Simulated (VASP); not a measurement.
# Si (Fm-3m) in VASP: further runs

The runs below take Si through relaxation of cell and atoms, single point, with PBE.

All numbers are computed with VASP 6.6.1; they aren't measurements. Logs are shortened: lines on timing, memory, paths and dates and some standing lists are left out, and cuts for length are marked.

## Step 1: The cell of the first run

It takes space group Fm-3m (No. 225, cubic). The conventional cell has a = 3.916 Å, b = 3.916 Å, c = 3.916 Å, α = 90.00°, β = 90.00°, γ = 90.00°. Within 3.6 Å of Si (site symmetry m-3m) lie 12 Si at 2.77 Å.

## Step 2: Relaxation of cell and atoms, PBE

Contents of INCAR:

```
SYSTEM = Si
  PREC = Accurate
  ENCUT = 600
  EDIFF = 1E-6
  ISMEAR = -1
  SIGMA = 0.1
  LREAL = .False.
  LASPH = .True.
  NELM = 100
  ALGO = Normal
  ISIF = 3
  LWAVE = .False.
  LCHARG = .False.
  GGA = PE
  IBRION = 2
  NSW = 80
  EDIFFG = -0.01
```

Contents of KPOINTS:

```
regular mesh
0
Gamma
  14 14 14
  0 0 0
```

Contents of POSCAR:

```
Si
1.0
    0.0000000000      1.9581061854      1.9581061854
    1.9581061854      0.0000000000      1.9581061854
    1.9581061854      1.9581061854      0.0000000000
Si
1
Direct
    0.0000000000      0.0000000000      0.0000000000
```

Potentials or basis: VASP PAW PBE potentials, release 64 (Si).

Run with:

```sh
cat potpaw_PBE.64/Si/POTCAR > POTCAR
mpirun -np 1 vasp_std > vasp.out
```

OUTCAR:

```text
SYSTEM = Si
   PREC = Accurate
   ENCUT = 600
   EDIFF = 1E-6
   ISMEAR = -1
   LREAL = .False.
   LASPH = .True.
   NELM = 100
   ISIF = 3
   GGA = PE
   IBRION = 2
   NSW = 80
   EDIFFG = -0.01

 ion  position               nearest neighbor table
   1  0.000  0.000  0.000-

  LATTYP: Found a face centered cubic cell.
 ALAT       =     3.9162123708

  Lattice vectors:

 A1 = (   0.0000000000,   1.9581061854,   1.9581061854)
 A2 = (   1.9581061854,   0.0000000000,   1.9581061854)
 A3 = (   1.9581061854,   1.9581061854,   0.0000000000)

Analysis of symmetry for initial positions (statically):
=====================================================================
 Subroutine PRICEL returns:
 Original cell was already a primitive cell.

 Routine SETGRP: Setting up the symmetry group for a
 face centered cubic supercell.

 Subroutine GETGRP returns: Found 48 space group operations
 (whereof 48 operations were pure point group operations)
 out of a pool of 48 trial point group operations.

The static configuration has the point symmetry O_h .

Analysis of symmetry for dynamics (positions and initial velocities):
=====================================================================
 Subroutine PRICEL returns:
 Original cell was already a primitive cell.

 Routine SETGRP: Setting up the symmetry group for a
 face centered cubic supercell.

 Subroutine GETGRP returns: Found 48 space group operations
 (whereof 48 operations were pure point group operations)
 out of a pool of 48 trial point group operations.

The dynamic configuration has the point symmetry O_h .

 Subroutine INISYM returns: Found 48 space group operations
 (whereof 48 operations are pure point group operations),
 and found     1 'primitive' translations

----------------------------------------------------------------------------------------

                                     Primitive cell

  volume of cell :      15.0155

  direct lattice vectors                    reciprocal lattice vectors
     0.000000000  1.958106185  1.958106185    -0.255348767  0.255348767  0.255348767
     1.958106185  0.000000000  1.958106185     0.255348767 -0.255348767  0.255348767
     1.958106185  1.958106185  0.000000000     0.255348767  0.255348767 -0.255348767

  length of vectors
     2.769180324  2.769180324  2.769180324     0.442277038  0.442277038  0.442277038

  position of ions in fractional coordinates (direct lattice)
     0.000000000  0.000000000  0.000000000

  ion indices of the primitive-cell ions
   primitive index   ion index
                 1           1

----------------------------------------------------------------------------------------

 KPOINTS: regular mesh

Automatic generation of k-mesh.
 Grid dimensions read from file:
 generate k-points for:   14   14   14

 Generating k-lattice:

  Cartesian coordinates                     Fractional coordinates (reciprocal lattice)
    -0.018239198  0.018239198  0.018239198     0.071428571  0.000000000  0.000000000
     0.018239198 -0.018239198  0.018239198     0.000000000  0.071428571  0.000000000
     0.018239198  0.018239198 -0.018239198     0.000000000  0.000000000  0.071428571

  Length of vectors
     0.031591217  0.031591217  0.031591217

  Shift w.r.t. Gamma in fractional coordinates (k-lattice)
     0.000000000  0.000000000  0.000000000

 Subroutine IBZKPT returns following result:
 ===========================================

 Found    104 irreducible k-points:

 Following reciprocal coordinates:
            Coordinates               Weight
  0.000000  0.000000  0.000000      1.000000
  0.071429  0.000000  0.000000      8.000000
  0.142857  0.000000  0.000000      8.000000
[... 58 lines left out ...]
   IMIX   =      4    mixing-type and parameters
     AMIX     =   0.40;   BMIX     =  1.00
     AMIX_MAG =   1.60;   BMIX_MAG =  1.00
  volume/ion in A,a.u.               =      15.02       101.33
  Fermi-wavevector in a.u.,A,eV,Ry     =   1.053372  1.990585 15.096934  1.109593
  Thomas-Fermi vector in A             =   2.188491
   LORBIT       =      0    0 simple, 1 ext, 2 COOP (PROOUT), +10 PAW based schemes
   GGA     = PE    functional components
   LHFCALC =     F    Hartree Fock is set to
   AEXX    =    0.0000 exact exchange contribution
   IVDW    =     0    specifies the selected vdW correction
   LEPSILON=     F    determine dielectric tensor
   LRPA    =     F    only Hartree local field effects (RPA)
 conjugate gradient relaxation of ions
 non-spin polarized calculation
  energy-cutoff  :      600.00
  volume of cell :       15.02
 maximum number of plane-waves:       531
 NGX is ok and might be reduce to    24
   NGX = 11   NGY = 11   NGZ = 11

--------------------------------------- Ionic step        1  -------------------------------------------

 number of electron       4.0000000 magnetization

 Free energy of the ion-electron system (eV)
  ---------------------------------------------------
  ext. energy  EPLUGINS =         0.00000000
  ---------------------------------------------------
  free energy    TOTEN  =        -4.88530501 eV

  energy without entropy =       -4.86993110  energy(sigma->0) =       -4.87761806

 E-fermi :   9.7004     XC(G=0): -11.0457

 val. band max:        9.6747694903   @ k =   0.4286   0.2857   0.0000
 cond. band min:       9.7676945451   @ k =   0.5000   0.3571   0.1429
 fundamental gap:      0.0929250548
 Fermi energy:         9.7004411460

 k-point     1 :       0.0000    0.0000    0.0000
  band No.  band energies     occupation
      1      -4.4273      2.00000
      2      20.3844      0.00000
      3      20.3844      0.00000
      4      20.3844      0.00000
      5      21.4740      0.00000
      6      21.4740      0.00000
[... 199 lines left out ...]
 k-point    24 :       0.2857    0.1429    0.0000
  band No.  band energies     occupation
      1      -2.3129      2.00000
      2      11.8696      0.00000
      3      15.7918      0.00000
      4      17.0757      0.00000
      5      18.9970      0.00000
      6      22.2130      0.00000

 [... further k-points ...]

------------------------ aborting loop because EDIFF is reached ----------------------------------------

  FORCE on cell =-STRESS in cart. coord.  units (eV):
  Direction    XX          YY          ZZ          XY          YZ          ZX
  --------------------------------------------------------------------------------------
  -------------------------------------------------------------------------------------
  Total       -0.2790543     -0.2790543     -0.2790543      0.0000000      0.0000000     -0.0000000
  in kB      -29.7756020    -29.7756020    -29.7756020      0.0000000      0.0000000     -0.0000000
  external PRESSURE =     -29.7756020 kB  Pullay stress =       0.0000000 kB

 VOLUME and BASIS-vectors are now :
 -----------------------------------------------------------------------------
  energy-cutoff  :      600.00
  volume of cell :       15.02
      direct lattice vectors                 reciprocal lattice vectors
     0.000000000  1.958106185  1.958106185    -0.255348767  0.255348767  0.255348767
     1.958106185  0.000000000  1.958106185     0.255348767 -0.255348767  0.255348767
     1.958106185  1.958106185  0.000000000     0.255348767  0.255348767 -0.255348767

 POSITION                                       TOTAL-FORCE (eV/Angst)
 -----------------------------------------------------------------------------------
      0.00000      0.00000      0.00000         0.000000      0.000000      0.000000
 -----------------------------------------------------------------------------------
    total drift:                                0.000000     -0.000000      0.000000

  FREE ENERGIE OF THE ION-ELECTRON SYSTEM (eV)
  ---------------------------------------------------
  free  energy   TOTEN  =        -4.8853050097 eV

  energy  without entropy=       -4.8699311005  energy(sigma->0) =       -4.87761806

--------------------------------------- Ionic step        2  -------------------------------------------

 number of electron       4.0000000 magnetization

 Free energy of the ion-electron system (eV)
  ---------------------------------------------------
  ext. energy  EPLUGINS =         0.00000000
  ---------------------------------------------------
  free energy    TOTEN  =        -4.89090070 eV

  energy without entropy =       -4.87632972  energy(sigma->0) =       -4.88361521

 E-fermi :  10.2351     XC(G=0): -11.2097

 val. band max:       10.2284108921   @ k =   0.4286   0.2857   0.0000
 cond. band min:      10.2427545567   @ k =   0.5000   0.3571   0.1429
 fundamental gap:      0.0143436645
 Fermi energy:        10.2351086630

 k-point     1 :       0.0000    0.0000    0.0000
  band No.  band energies     occupation
      1      -4.2696      2.00000
      2      21.4008      0.00000
      3      21.4008      0.00000
      4      21.4008      0.00000
      5      22.1614      0.00000
      6      22.1614      0.00000
[... 199 lines left out ...]
 k-point    24 :       0.2857    0.1429    0.0000
  band No.  band energies     occupation
      1      -2.0954      2.00000
      2      12.4583      0.00000
      3      16.5234      0.00000
      4      17.9441      0.00000
      5      19.6246      0.00000
      6      23.0424      0.00000

 [... further k-points ...]

------------------------ aborting loop because EDIFF is reached ----------------------------------------

  FORCE on cell =-STRESS in cart. coord.  units (eV):
  Direction    XX          YY          ZZ          XY          YZ          ZX
  --------------------------------------------------------------------------------------
  -------------------------------------------------------------------------------------
  Total        0.0075053      0.0075053      0.0075053     -0.0000000      0.0000000      0.0000000
  in kB        0.8340648      0.8340648      0.8340648     -0.0000000      0.0000000      0.0000000
  external PRESSURE =       0.8340648 kB  Pullay stress =       0.0000000 kB

 VOLUME and BASIS-vectors are now :
 -----------------------------------------------------------------------------
  energy-cutoff  :      600.00
  volume of cell :       14.42
      direct lattice vectors                 reciprocal lattice vectors
     0.000000000  1.931745535  1.931745535    -0.258833263  0.258833263  0.258833263
     1.931745535  0.000000000  1.931745535     0.258833263 -0.258833263  0.258833263
     1.931745535  1.931745535 -0.000000000     0.258833263  0.258833263 -0.258833263

 POSITION                                       TOTAL-FORCE (eV/Angst)
 -----------------------------------------------------------------------------------
      0.00000      0.00000      0.00000         0.000000      0.000000      0.000000
 -----------------------------------------------------------------------------------
    total drift:                               -0.000000      0.000000      0.000000

  FREE ENERGIE OF THE ION-ELECTRON SYSTEM (eV)
  ---------------------------------------------------
  free  energy   TOTEN  =        -4.8909006969 eV

  energy  without entropy=       -4.8763297202  energy(sigma->0) =       -4.88361521

 reached required accuracy - stopping structural energy minimisation
```

Run time: 6.1 s. Hardware: 1 thread of Intel Xeon Platinum 8559C (Emerald Rapids), shared host; peak memory 0.14 GiB.

Results:

```
Free energy                            : -4.8909 eV
Relaxed volume                         : 14.42 Å³/atom
Relaxed cell                           : a = 2.732 Å, b = 2.732 Å, c = 2.732 Å, α = 60.00°, β = 60.00°, γ = 60.00°
Space group after relaxing (to 0.05 Å) : Fm-3m (No. 225)
Energy gained by relaxing              : 5.6 meV/atom
Ionic steps                            : 2
Pressure after relaxing                : 0.1 GPa
Band gap on the k mesh                 : zero (band 2 reaches 21.40 eV, above the bottom of band 3 at 7.34 eV)
```

The path:
```
step  energy change (eV)  largest force (eV/Å)  pressure (GPa)  volume (Å³)
   1              0.0000                0.0000           -2.98        15.02
   2             -0.0056                0.0000            0.08        14.42
```

Final structure:
```cif
data_structure
_symmetry_space_group_name_H-M 'P 1'
_symmetry_Int_Tables_number 1
_cell_length_a 2.7319
_cell_length_b 2.7319
_cell_length_c 2.7319
_cell_angle_alpha 60.000
_cell_angle_beta 60.000
_cell_angle_gamma 60.000
_cell_volume 14.42
loop_
_atom_site_label
_atom_site_type_symbol
_atom_site_fract_x
_atom_site_fract_y
_atom_site_fract_z
_atom_site_occupancy
Si1 Si 0.00000 0.00000 0.00000 1
```

## Step 3: Single point, PBE

This run uses another cell than the first one, of 14.44 Å³/atom, 0.962 times its volume.

Contents of INCAR:

```
SYSTEM = Si
PREC = Accurate
ENCUT = 520
EDIFF = 1E-6
ISMEAR = -1
SIGMA = 0.1
LREAL = .False.
LASPH = .True.
NELM = 60
ALGO = Normal
ISIF = 2
LWAVE = .False.
LCHARG = .True.
GGA = PE
LELF = .True.
LVHAR = .True.
NBANDS = 8
```

Contents of KPOINTS:

```
regular mesh
0
Gamma
  23 23 23
  0 0 0
```

Contents of POSCAR:

```
Si
1.0
    0.0000000000      1.9327840105      1.9327840105
    1.9327840105      0.0000000000      1.9327840105
    1.9327840105      1.9327840105      0.0000000000
Si
1
Direct
    0.0000000000      0.0000000000      0.0000000000
```

Potentials or basis: VASP PAW PBE potentials, release 64 (Si).

Run with:

```sh
cat potpaw_PBE.64/Si/POTCAR > POTCAR
mpirun -np 1 vasp_std > vasp.out
```

Run time: 18 s. Hardware: 1 thread of Intel Xeon Platinum 8559C (Emerald Rapids), shared host; peak memory 0.15 GiB.

Results (log left out):

```yaml
Free_energy: -4.8946 eV
Pressure: 0.2 GPa
Band_gap_on_the_k_mesh: zero (band 2 reaches 21.36 eV, above the bottom of band 3 at 7.17 eV)
```

Levels at points of the mesh, in eV from the Fermi level:
```
           k point  band 1  band 2  band 3  band 4  band 5  band 6  band 7
(0.00, 0.00, 0.00)  -14.49   11.15   11.15   11.15   11.92   11.92   11.92
```
